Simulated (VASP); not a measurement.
# Ag (P-3m1) in VASP: single point with PBEsol

Aim: the single point of Ag with PBEsol.

Program: VASP 6.6.1. These are calculated values, not measurements. Logs are shortened: lines on timing, memory, paths and dates and some standing lists are left out, and cuts for length are marked.

## (1) The cell of the first run

The structure is trigonal, space group P-3m1 (No. 164). Conventional cell: a = 2.889 Å, b = 2.889 Å, c = 14.405 Å, α = 90.00°, β = 90.00°, γ = 120.00°. Ag (site symmetry 3m) has 12 Ag at 2.89 to 3.10 Å within 3.8 Å. Ag (site symmetry 3m) has 12 Ag at 2.89 Å within 3.8 Å. Within 3.8 Å of Ag (site symmetry 3m) lie 12 Ag at 2.89 Å.

## (2) Single point, PBEsol (the distance across one plane changed)

INCAR reads:

```
SYSTEM = Ag
ALGO     = Normal         ! electronic algorithm
EDIFF    = 1E-6           ! SCF threshold, eV
ENCUT    = 500            ! plane-wave cutoff, eV
GGA      = PS             ! functional
GGA_COMPAT= .FALSE.      
ISIF     = 2              ! what is computed and relaxed
ISMEAR   = 0              ! smearing method
LASPH    = .TRUE.         ! aspherical terms in the spheres
LCHARG   = .FALSE.        ! write CHGCAR
LREAL    = .FALSE.        ! projectors in reciprocal space
LWAVE    = .FALSE.        ! write WAVECAR
NBANDS   = 42             ! bands
NELM     = 120            ! most SCF steps
PREC     = Accurate       ! precision mode
SIGMA    = 0.15           ! smearing width, eV
```

KPOINTS reads:

```
k-points
0
G
  18 18 4
  0 0 0
```

POSCAR reads:

```
Ag
1.0
    2.0431000000     -2.0431000000      0.0000000000
    2.0431000000      0.0000000000     -2.0431000000
    8.3167375673      8.3167375673      8.3167375673
Ag
6
Direct
    0.6666666667      0.6666666667      0.0818707000
    0.0000000000      0.0000000000      0.9007414746
    0.3333333333      0.3333333333      0.2456448549
    0.6666666667      0.6666666667      0.5731931648
    0.0000000000      0.0000000000      0.4094190099
    0.3333333333      0.3333333333      0.7369673197
```

Potentials or basis: VASP PAW PBE potentials, release 64 (Ag).

On the command line:

```
cat potpaw_PBE.64/Ag/POTCAR > POTCAR
mpirun -np 1 vasp_std > vasp.out
```

OUTCAR:

```text
SYSTEM = Ag
   EDIFF = 1E-6
   ENCUT = 500
   GGA = PS
   ISIF = 2
   ISMEAR = 0
   LASPH = .TRUE.
   LREAL = .FALSE.
   NELM = 120
   PREC = Accurate

 ion  position               nearest neighbor table
   1  0.667  0.667  0.082-   3 2.89   3 2.89   3 2.89   2 3.10   2 3.10   2 3.10
   2  0.000  0.000  0.901-   6 2.89   6 2.89   6 2.89   1 3.10   1 3.10   1 3.10
   3  0.333  0.333  0.246-   1 2.89   1 2.89   1 2.89   5 2.89   5 2.89   5 2.89
   4  0.667  0.667  0.573-   6 2.89   6 2.89   5 2.89   5 2.89   5 2.89   6 2.89
   5  0.000  0.000  0.409-   4 2.89   4 2.89   4 2.89   3 2.89   3 2.89   3 2.89
   6  0.333  0.333  0.737-   4 2.89   4 2.89   2 2.89   2 2.89   2 2.89   4 2.89

  LATTYP: Found a hexagonal cell.
 ALAT       =     2.8893797293
 C/A-ratio  =     4.9855032462

  Lattice vectors:

 A1 = (  -2.0431000000,   0.0000000000,   2.0431000000)
 A2 = (   2.0431000000,  -2.0431000000,   0.0000000000)
 A3 = (   8.3167375673,   8.3167375673,   8.3167375673)

Analysis of symmetry for initial positions (statically):
=====================================================================
 Subroutine PRICEL returns:
 Original cell was already a primitive cell.

 Routine SETGRP: Setting up the symmetry group for a
 hexagonal supercell.

 Subroutine GETGRP returns: Found 12 space group operations
 (whereof  6 operations were pure point group operations)
 out of a pool of 24 trial point group operations.

The static configuration has the point symmetry C_3v.
 The point group associated with its full space group is D_3d.

Analysis of symmetry for dynamics (positions and initial velocities):
=====================================================================
 Subroutine PRICEL returns:
 Original cell was already a primitive cell.

 Routine SETGRP: Setting up the symmetry group for a
 hexagonal supercell.

 Subroutine GETGRP returns: Found 12 space group operations
 (whereof  6 operations were pure point group operations)
 out of a pool of 24 trial point group operations.

The dynamic configuration has the point symmetry C_3v.
 The point group associated with its full space group is D_3d.

 Subroutine INISYM returns: Found 12 space group operations
 (whereof  6 operations are pure point group operations),
 and found     1 'primitive' translations

----------------------------------------------------------------------------------------

                                     Primitive cell

  volume of cell :     104.1486

  direct lattice vectors                    reciprocal lattice vectors
     2.043100000 -2.043100000  0.000000000     0.163150768 -0.326301535  0.163150768
[... 100 lines left out ...]
   ISIF   =      2    stress and relaxation
   ISYM   =      2    0-nonsym 1-usesym 2-fastsym
   POTIM  = 0.5000    time-step for ionic-motion
   TEBEG  =    0.0;   TEEND  =   0.0 temperature during run
   PSTRESS=    0.0 pullay stress
   NELECT =      66.0000    total number of electrons
   NUPDOWN=      -1.0000    fix difference up-down
   EMIN   =  10.00;   EMAX   =-10.00  energy-range for DOS
   EFERMI =   0.00;   METHOD = LEGACY
   ISMEAR =     0;   SIGMA  =   0.15  broadening in eV -4-tet -1-fermi 0-gaus
   EFERMI_NEDOS =   21; number of points for ismear=-14 and -15
   IALGO  =     38    algorithm
   IMIX   =      4    mixing-type and parameters
     AMIX     =   0.40;   BMIX     =  1.00
     AMIX_MAG =   1.60;   BMIX_MAG =  1.00
  volume/ion in A,a.u.               =      17.36       117.14
  Fermi-wavevector in a.u.,A,eV,Ry     =   1.406172  2.657279 26.903051  1.977318
  Thomas-Fermi vector in A             =   2.528559
   LORBIT       =      0    0 simple, 1 ext, 2 COOP (PROOUT), +10 PAW based schemes
   GGA     = PS    functional components
   LHFCALC =     F    Hartree Fock is set to
   AEXX    =    0.0000 exact exchange contribution
   IVDW    =     0    specifies the selected vdW correction
   LEPSILON=     F    determine dielectric tensor
   LRPA    =     F    only Hartree local field effects (RPA)
 non-spin polarized calculation
 Gauss-broadening in eV      SIGMA  =   0.15
  energy-cutoff  :      500.00
  volume of cell :      104.15
 maximum number of plane-waves:      2672
 NGX is ok and might be reduce to    24
   NGX = 11   NGY = 11   NGZ = 53

 number of electron      65.9999996 magnetization

 Free energy of the ion-electron system (eV)
  ---------------------------------------------------
  ext. energy  EPLUGINS =         0.00000000
  ---------------------------------------------------
  free energy    TOTEN  =       -19.75023979 eV

  energy without entropy =      -19.73302249  energy(sigma->0) =      -19.74163114

 E-fermi :   7.9606     XC(G=0): -12.3015

 val. band max:        7.9434883787   @ k =   0.5000   0.1111   0.5000
 cond. band min:       7.9828250550   @ k =   0.5000   0.2222  -0.0000
 fundamental gap:      0.0393366764
 Fermi energy:         7.9606154900

 k-point     1 :       0.0000    0.0000    0.0000
  band No.  band energies     occupation
      1       0.2567      2.00000
      2       0.9606      2.00000
      3       1.1334      2.00000
      4       1.6371      2.00000
      5       1.7373      2.00000
      6       1.8293      2.00000
[... 1069 lines left out ...]
     41      15.0822      0.00000
     42      15.7994      0.00000

 [... further k-points ...]

------------------------ aborting loop because EDIFF is reached ----------------------------------------

  FORCE on cell =-STRESS in cart. coord.  units (eV):
  Direction    XX          YY          ZZ          XY          YZ          ZX
  --------------------------------------------------------------------------------------
  -------------------------------------------------------------------------------------
  Total       -2.5949397     -2.5949397     -2.5949397     -0.3141840     -0.3141840     -0.3141840
  in kB      -39.9194316    -39.9194316    -39.9194316     -4.8332707     -4.8332707     -4.8332707
  external PRESSURE =     -39.9194316 kB  Pullay stress =       0.0000000 kB

 VOLUME and BASIS-vectors are now :
 -----------------------------------------------------------------------------
  energy-cutoff  :      500.00
  volume of cell :      104.15
      direct lattice vectors                 reciprocal lattice vectors
     2.043100000 -2.043100000  0.000000000     0.163150768 -0.326301535  0.163150768
     2.043100000  0.000000000 -2.043100000     0.163150768  0.163150768 -0.326301535
     8.316737567  8.316737567  8.316737567     0.040079819  0.040079819  0.040079819

 POSITION                                       TOTAL-FORCE (eV/Angst)
 -----------------------------------------------------------------------------------
      3.40503     -0.68117     -0.68117        -0.236956     -0.236956     -0.236956
      7.49123      7.49123      7.49123         0.236956      0.236956      0.236956
      3.40503      1.36193      1.36193        -0.011510     -0.011510     -0.011510
      7.49123      3.40503      3.40503         0.000964      0.000964      0.000964
      3.40503      3.40503      3.40503        -0.000964     -0.000964     -0.000964
      7.49123      5.44813      5.44813         0.011510      0.011510      0.011510
 -----------------------------------------------------------------------------------
    total drift:                               -0.000000     -0.000000     -0.000000

  FREE ENERGIE OF THE ION-ELECTRON SYSTEM (eV)
  ---------------------------------------------------
  free  energy   TOTEN  =       -19.7502397852 eV

  energy  without entropy=      -19.7330224937  energy(sigma->0) =      -19.74163114
```

Wall time 6.3 min (1 thread of Oxide Virtual Turin-like, shared host); peak memory 0.47 GiB.

What came out:

| Property | Result |
| --- | --- |
| Free energy | -19.7502 eV |
| Pressure | -4.0 GPa |
| Largest force | 0.410 eV/Å |
| Band gap on the k mesh | zero (bands 33 and 34 overlap by 6.31 eV) |

Forces on the atoms (eV/Å):
```
Ag  -0.237 -0.237 -0.237
Ag   0.237  0.237  0.237
Ag  -0.012 -0.012 -0.012
Ag   0.001  0.001  0.001
Ag  -0.001 -0.001 -0.001
Ag   0.012  0.012  0.012
```

Stress tensor (GPa, compression positive):
```
-3.99 -0.48 -0.48
-0.48 -3.99 -0.48
-0.48 -0.48 -3.99
```

Levels at points of the mesh, in eV from the Fermi level:
```
           k point  band 32  band 33  band 34  band 35  band 36  band 37
(0.00, 0.00, 0.00)    -3.20    -3.20    -2.90    -2.90    -0.49     3.22
(0.50, 0.00, 0.00)     0.59     0.66     1.30     1.32     1.59     3.59
(0.00, 0.00, 0.50)    -3.02    -2.98    -2.98    -1.64    -1.64     4.45
(0.50, 0.00, 0.50)     0.09     1.03     1.06     1.50     1.51     3.81
```

Caveat: the cell differs from its parent crystal (the distance across one plane changed); the cell stands under tension; the PAW data sets were made with another functional, which shifts forces and pressure a little.

The gap in the log of VASP goes by the Fermi energy; the results here count the filled bands.